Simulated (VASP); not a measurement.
# H4CO in VASP: a series of runs, part 2 of 3

VASP 6.6.1. Earlier steps stand in the parts before.

**4. Single point, r2SCAN+D3(BJ)**

File POSCAR:

```
H4CO
1.0
    7.6185600000      0.0000000000      0.0000000000
    0.0000000000      7.6185600000      0.0000000000
    0.0000000000      0.0000000000      7.6185600000
C O H
6 6 24
Direct
    0.5967663180      0.5229597194      0.3145345052
    0.9163805234      0.9328272009      0.0361354377
    0.2053800193      0.3458921371      0.5034940986
    0.4756673177      0.9537235383      0.7026918473
    0.1224903394      0.4071504326     -0.0045546665
    0.0731371808      0.8716476605      0.5632166709
    0.6440980973      0.3433982275      0.3513656124
    1.0763713878      0.8553322413      0.0935609879
    0.3022618448      0.2404260123      0.3821588332
    0.4141465054      0.7910024992      0.7642520371
    0.2189390121      0.2388377856     -0.0087286836
    0.1941049227      0.7930107527      0.4481686828
    0.4539309266      0.5267530872      0.3347351731
    0.7639238911      0.3160964802      0.3358246178
    0.6511072959      0.6205503402      0.4064153856
    0.6204453335      0.5665900118      0.1786951865
    0.8024744834      0.8499112693      0.0688844086
    1.1671628234      0.9395870086      0.0690025412
    0.8965342532      1.0638624622      0.0969737063
    0.9252667171      0.9346910702     -0.1067393313
    0.0859217490      0.2751963626      0.5416377898
    0.4250803301      0.2687121976      0.3978967154
    0.2784515709      0.3814106603      0.6188702327
    0.1583107569      0.4678049395      0.4386261971
    0.5229465936      1.0341061828      0.8048633863
    0.3649902344      0.7337213332      0.6690240675
    0.5828135501      0.9292044691      0.6084745674
    0.3694136425      1.0335548975      0.6391496556
    0.0913952243      0.4611632644     -0.1376638105
    0.2349131594      0.2290590348      0.1146017095
    0.0064841650      0.3884592364      0.0785712786
    0.2054981519      0.4973905830      0.0686612693
    0.1445548765      0.9350192162      0.6669895623
    0.1534673219      0.8164009997      0.3272534442
   -0.0062216482      0.9746198757      0.4983487693
   -0.0142546623      0.7771941154      0.6233461442
```

File INCAR.step1:

```
PREC = Accurate ; ENCUT = 520
ISMEAR = -1 ; SIGMA = 0.05
LREAL = Auto ; LASPH = True
NELM = 100 ; NBANDS = 66
GGA = PE ; ALGO = Normal
EDIFF = 1E-4 ; LWAVE = True
LCHARG = False
```

File INCAR.step2:

```
PREC = Accurate ; ENCUT = 520
EDIFF = 1E-6 ; ISMEAR = -1
SIGMA = 0.05 ; LREAL = Auto
LASPH = True ; NELM = 100
ALGO = Normal ; ISIF = 2
LWAVE = False ; LCHARG = False
METAGGA = R2SCAN ; LMIXTAU = True
IVDW = 12 ; VDW_S6 = 1.0
VDW_S8 = 0.78981345 ; VDW_A1 = 0.49484001
VDW_A2 = 5.73083694 ; NBANDS = 66
ISTART = 1
```

File KPOINTS:

```
regular mesh
0
Gamma
  1 1 1
```

Potentials or basis: VASP PAW PBE potentials, release 64 (C, O, H).

Run with:

```bash
$ cat potpaw_PBE.64/C/POTCAR potpaw_PBE.64/O/POTCAR potpaw_PBE.64/H/POTCAR > POTCAR
$ cp INCAR.step1 INCAR
$ mpirun -np 1 vasp_gam > vasp.out
$ cp INCAR.step2 INCAR
$ mpirun -np 1 vasp_gam > vasp.out
```

OUTCAR:

```text
PREC = Accurate
   ENCUT = 520
   EDIFF = 1E-6
   ISMEAR = -1
   LREAL = Auto
   LASPH = True
   NELM = 100
   ISIF = 2
   METAGGA = R2SCAN
   IVDW = 12
   ISTART = 1
 IVDW          = 12

 ion  position               nearest neighbor table
   1  0.597  0.523  0.315-  13 1.10  16 1.10  15 1.10   7 1.44
   2  0.916  0.933  0.036-  20 1.09  17 1.10  19 1.11   8 1.42
   3  0.205  0.346  0.503-  23 1.08  21 1.10  24 1.11   9 1.43
   4  0.476  0.954  0.703-  25 1.05  27 1.10  28 1.12  10 1.41
   5  0.122  0.407  0.995-  32 1.09  31 1.10  29 1.12  11 1.48
   6  0.073  0.872  0.563-  33 1.07  36 1.08  35 1.11  12 1.41
   7  0.644  0.343  0.351-  14 0.94   1 1.44
   8  0.076  0.855  0.094-  18 0.96   2 1.42
   9  0.302  0.240  0.382-  22 0.97   3 1.43
  10  0.414  0.791  0.764-  26 0.93   4 1.41
  11  0.219  0.239  0.991-  30 0.95   5 1.48
  12  0.194  0.793  0.448-  34 0.99   6 1.41
  13  0.454  0.527  0.335-   1 1.10
  14  0.764  0.316  0.336-   7 0.94
  15  0.651  0.621  0.406-   1 1.10
  16  0.620  0.567  0.179-   1 1.10
  17  0.802  0.850  0.069-   2 1.10
[... 252 lines left out ...]
 Fermi energy:        -2.3682241930

 k-point     1 :       0.0000    0.0000    0.0000
  band No.  band energies     occupation
      1     -24.8998      2.00000
      2     -24.6282      2.00000
      3     -24.2514      2.00000
      4     -24.1912      2.00000
      5     -24.0037      2.00000
      6     -23.9274      2.00000
[... 46 lines left out ...]
     53       4.9543      0.00000
     54       5.0776      0.00000
 [bands above 54 left out]

------------------------ aborting loop because EDIFF is reached ----------------------------------------

 Edisp (eV)   -0.54540

 E8    (eV) :    -0.0841

  FORCE on cell =-STRESS in cart. coord.  units (eV):
  Direction    XX          YY          ZZ          XY          YZ          ZX
  --------------------------------------------------------------------------------------
  -------------------------------------------------------------------------------------
  Total       1.06517    -2.24885     0.11248     3.11036     1.16582     0.45471
  in kB       3.85932    -8.14801     0.40755    11.26945     4.22401     1.64749
  external pressure =       -1.29 kB  Pullay stress =        0.00 kB

 VOLUME and BASIS-vectors are now :
 -----------------------------------------------------------------------------
  energy-cutoff  :      520.00
  volume of cell :      442.20
      direct lattice vectors                 reciprocal lattice vectors
     7.618560000  0.000000000  0.000000000     0.131258401  0.000000000  0.000000000
     0.000000000  7.618560000  0.000000000     0.000000000  0.131258401  0.000000000
     0.000000000  0.000000000  7.618560000     0.000000000  0.000000000  0.131258401

 POSITION                                       TOTAL-FORCE (eV/Angst)
 -----------------------------------------------------------------------------------
      4.54650      3.98420      2.39630        -0.505986      0.293589      0.055031
      6.98150      7.10680      0.27530        -0.374924      0.104883     -0.222202
      1.56470      2.63520      3.83590        -1.094668      0.371949     -1.082743
      3.62390      7.26600      5.35350        -0.466222      0.190262     -1.860433
      0.93320      3.10190      7.58386         0.451494     -0.395433      0.016661
      0.55720      6.64070      4.29090        -0.513200      0.762436     -0.185612
[... 28 lines left out ...]
      7.57116      7.42520      3.79670         0.120018     -0.321617      0.043939
      7.50996      5.92110      4.74900        -0.355620     -0.430248      0.042772
 -----------------------------------------------------------------------------------
    total drift:                                0.006454      0.016444     -0.000058

  FREE ENERGIE OF THE ION-ELECTRON SYSTEM (eV)
  ---------------------------------------------------
  free  energy   TOTEN  =      -194.1283590559 eV

  energy  without entropy=     -194.1283590559  energy(sigma->0) =     -194.12835906
```

OUTCAR.step1:

```text
PREC = Accurate
   ENCUT = 520
   ISMEAR = -1
   LREAL = Auto
   LASPH = True
[... 359 lines left out ...]
      0.93320      3.10190      7.58386         0.451070     -0.479480     -0.063198
      0.55720      6.64070      4.29090        -0.497979      0.697596     -0.286514
[... 28 lines left out ...]
      7.57116      7.42520      3.79670        -0.004289     -0.171012     -0.011983
      7.50996      5.92110      4.74900        -0.504122     -0.543962      0.149375
 -----------------------------------------------------------------------------------
    total drift:                                0.002217      0.015299      0.004796

  FREE ENERGIE OF THE ION-ELECTRON SYSTEM (eV)
  ---------------------------------------------------
  free  energy   TOTEN  =      -181.7448143174 eV

  energy  without entropy=     -181.7448143173  energy(sigma->0) =     -181.74481432
```

OSZICAR.step1:

```text
N       E                     dE             d eps       ncg     rms          rms(c)
DAV:   1     0.599592507287E+03    0.59959E+03   -0.41352E+04   132   0.111E+03
DAV:   2    -0.123159541752E+03   -0.72275E+03   -0.69428E+03   168   0.264E+02
DAV:   3    -0.197816156482E+03   -0.74657E+02   -0.74161E+02   160   0.905E+01
DAV:   4    -0.199511341691E+03   -0.16952E+01   -0.16899E+01   176   0.154E+01
DAV:   5    -0.199548471626E+03   -0.37130E-01   -0.37098E-01   168   0.212E+00    0.241E+01
DAV:   6    -0.184400201322E+03    0.15148E+02   -0.30280E+01   160   0.188E+01    0.115E+01
DAV:   7    -0.182182630721E+03    0.22176E+01   -0.35560E+00   168   0.646E+00    0.580E+00
DAV:   8    -0.181752147608E+03    0.43048E+00   -0.11192E+00   160   0.503E+00    0.108E+00
DAV:   9    -0.181739393859E+03    0.12754E-01   -0.19897E-01   160   0.231E+00    0.601E-01
DAV:  10    -0.181744101125E+03   -0.47073E-02   -0.51824E-02   152   0.847E-01    0.314E-01
DAV:  11    -0.181744170153E+03   -0.69028E-04   -0.11142E-02   160   0.491E-01    0.211E-01
DAV:  12    -0.181744801040E+03   -0.63089E-03   -0.60116E-03   136   0.371E-01    0.688E-02
DAV:  13    -0.181744830508E+03   -0.29468E-04   -0.11030E-03   160   0.137E-01    0.480E-02
DAV:  14    -0.181744814317E+03    0.16190E-04   -0.25652E-04   120   0.764E-02
   1 F= -.18174481E+03 E0= -.18174481E+03  d E =-.529988E-10
```

Run time: 4 min. Hardware: 1 thread of Intel Xeon Platinum 8488C (Sapphire Rapids), shared host; peak memory 0.53 GiB.

What came out:

```yaml
Free_energy: -194.1284 eV
Pressure: -0.1 GPa
Largest_force: 2.625 eV/Å
Band_gap_on_the_k_mesh: 5.08 eV
Dispersion_energy_per_atom: -0.015 eV
```

Forces on the atoms (eV/Å):
```
C   -0.506  0.294  0.055
C   -0.375  0.105 -0.222
C   -1.095  0.372 -1.083
C   -0.466  0.190 -1.860
C    0.451 -0.395  0.017
C   -0.513  0.762 -0.186
O   -1.270  0.586  0.154
O    0.054 -0.427  0.940
O   -0.471  0.063  0.206
O    0.735  0.761  2.402
O   -1.018  1.033 -1.097
O    0.012 -0.140 -0.944
H    0.285  0.077 -0.133
H    1.084  0.150 -0.195
H    0.272 -0.416 -0.066
H    0.203 -0.399  0.199
H    0.520 -0.013  0.214
H    0.276  0.182 -0.361
H    0.026 -0.381 -0.517
H   -0.441  0.650 -0.037
H    0.199 -0.198  0.160
H    0.368 -0.291 -0.268
H    0.410 -0.069  0.487
H    0.335 -0.176  0.250
H    0.513  0.353  1.322
H   -0.995 -1.089 -1.902
H   -0.144  0.409 -0.035
H    0.714 -0.543  0.084
H    0.217 -0.668  0.919
H    0.789 -0.613  1.238
H   -0.372  0.110 -0.462
H    0.051  0.512 -0.277
H    0.183  0.240  0.493
H    0.204 -0.280  0.418
H    0.120 -0.322  0.044
H   -0.356 -0.430  0.043
```

Stress tensor (GPa, compression positive):
```
 0.39  1.13  0.16
 1.13 -0.81  0.42
 0.16  0.42  0.04
```

Caveat: the k points lie up to 0.82 Å⁻¹ apart, too coarse for converged energies, forces and pressures; the atoms stand as in a frame of molecular dynamics; the PAW data sets were made with another functional, which shifts forces and pressure a little.

**5. Single point, r2SCAN+D3(BJ)**

File POSCAR:

```
H4CO
1.0
    7.6185600000      0.0000000000      0.0000000000
    0.0000000000      7.6185600000      0.0000000000
    0.0000000000      0.0000000000      7.6185600000
C O H
6 6 24
Direct
    0.5933929772      0.5236553889      0.3275422127
    0.9149104293      0.9246366767      0.0186780704
    0.2143449681      0.3582173009      0.4901582451
    0.4734621766      0.9510852445      0.7018386677
    0.1286463584      0.3989205309     -0.0075211064
    0.0616651966      0.8773836526      0.5669575353
    0.6533255628      0.3488060736      0.3527569514
    1.0768832955      0.8649009787      0.0992182250
    0.3030887727      0.2327605217      0.3849940146
    0.4076492145      0.7860146799      0.7690298429
    0.2215773059      0.2433136971     -0.0127845682
    0.1884083081      0.7895586568      0.4590106267
    0.4576717910      0.5372143817      0.3545814432
    0.7746608283      0.3565503192      0.3314930906
    0.6691947035      0.6042086694      0.4136345976
    0.6184239541      0.5756074639      0.1918997816
    0.8209687920      0.8249721732      0.0565067414
    1.1704311576      0.9193994666      0.0343240717
    0.8845241095      1.0478620632      0.0780724966
    0.9079537340      0.9299132644     -0.1257586736
    0.1066605763      0.2789109753      0.5432260165
    0.4229408182      0.2702347950      0.3665390835
    0.2924043389      0.3975685694      0.6078445270
    0.1830529654      0.4733965474      0.4165879116
    0.5440791961      1.0081695228      0.8170835433
    0.3337638609      0.7322906166      0.6869539651
    0.5559712072      0.9324071741      0.5874994750
    0.3697024110      1.0374795237      0.6645612819
    0.1095482611      0.4247784358     -0.1467206401
    0.2600360173      0.2042118196      0.0981944094
   -0.0017457367      0.3933814264      0.0496419271
    0.1931992398      0.5158192624      0.0639359669
    0.1258899320      0.9461105511      0.6785796791
    0.1542679982      0.8062153478      0.3360608829
   -0.0131389659      0.9758537046      0.4900532384
   -0.0312526252      0.7788085938      0.6197496640
```

File INCAR.step1:

```
PREC = Accurate
ENCUT = 520
ISMEAR = -1
SIGMA = 0.05
LREAL = Auto
LASPH = True
NELM = 100
NBANDS = 66
GGA = PE
ALGO = Normal
EDIFF = 1E-4
LWAVE = True
LCHARG = False
```

File INCAR.step2:

```
PREC = Accurate
ENCUT = 520
EDIFF = 1E-6
ISMEAR = -1
SIGMA = 0.05
LREAL = Auto
LASPH = True
NELM = 100
ALGO = Normal
ISIF = 2
LWAVE = False
LCHARG = False
METAGGA = R2SCAN
LMIXTAU = True
IVDW = 12
VDW_S6 = 1.0
VDW_S8 = 0.78981345
VDW_A1 = 0.49484001
VDW_A2 = 5.73083694
NBANDS = 66
ISTART = 1
```

File KPOINTS:

```
Automatic mesh
0
Gamma
  1 1 1
```

Run with:

```bash
$ cat potpaw_PBE.64/C/POTCAR potpaw_PBE.64/O/POTCAR potpaw_PBE.64/H/POTCAR > POTCAR
$ cp INCAR.step1 INCAR
$ mpirun -np 1 vasp_gam > vasp.out
$ cp INCAR.step2 INCAR
$ mpirun -np 1 vasp_gam > vasp.out
```

It took 4.7 min on 1 thread of Intel Xeon Platinum 8488C (Sapphire Rapids), shared host; peak memory 0.54 GiB.

It converged, with:

```
Free energy                : -193.9529 eV
Pressure                   : 0.3 GPa
Largest force              : 2.014 eV/Å
Band gap on the k mesh     : 5.23 eV
Dispersion energy per atom : -0.015 eV
```

Forces in eV/Å, atoms in the order of the input:
```
C    1.234  0.864 -1.314
C    0.084 -1.002  0.377
C    0.608 -1.226  1.303
C    0.343 -0.768  1.392
C    0.140  2.003  0.157
C   -0.383  0.083 -0.119
O   -1.413 -0.291 -0.113
O   -0.073 -0.065 -0.749
O    0.324 -0.179 -0.579
O    1.178  0.974  1.304
O    0.399 -1.040 -0.923
O   -0.139  0.259 -0.086
H   -0.920 -0.087  0.314
H    1.364 -0.456 -0.148
H    0.101  0.875  0.690
H   -0.245 -0.573  0.522
H   -0.463  0.033  0.175
H    0.395  0.050 -0.108
H   -0.533  0.826  0.011
H    0.625  0.108  0.449
H   -0.512  0.729 -0.116
H    0.244 -0.244  0.052
H   -0.098 -0.137 -0.541
H   -0.704  0.650 -0.228
H   -0.164 -0.157 -0.937
H   -0.883 -0.501 -1.461
H    0.430 -0.053 -0.093
H   -0.616  0.578 -0.155
H   -0.103  0.780  0.080
H    0.209 -0.002  1.538
H   -0.509 -0.514  0.348
H   -0.209 -1.221 -0.965
H   -0.150 -0.404 -0.589
H    0.061  0.093  0.293
H    0.235 -0.317  0.264
H    0.144  0.333 -0.047
```

Stress tensor (GPa, compression positive):
```
 1.93 -0.75 -0.72
-0.75  0.21 -0.13
-0.72 -0.13 -1.30
```

Levels at points of the mesh, in eV from the valence-band top:
| k point | band 40 | band 41 | band 42 | band 43 | band 44 | band 45 |
| --- | --- | --- | --- | --- | --- | --- |
| (0.00, 0.00, 0.00) | -0.29 | -0.23 | 0.00 | 5.23 | 6.50 | 6.77 |

Caveat: the k points lie up to 0.82 Å⁻¹ apart, too coarse for converged energies, forces and pressures; the atoms stand as in a frame of molecular dynamics; the PAW data sets were made with another functional, which shifts forces and pressure a little.

[end of part 2 of 3]
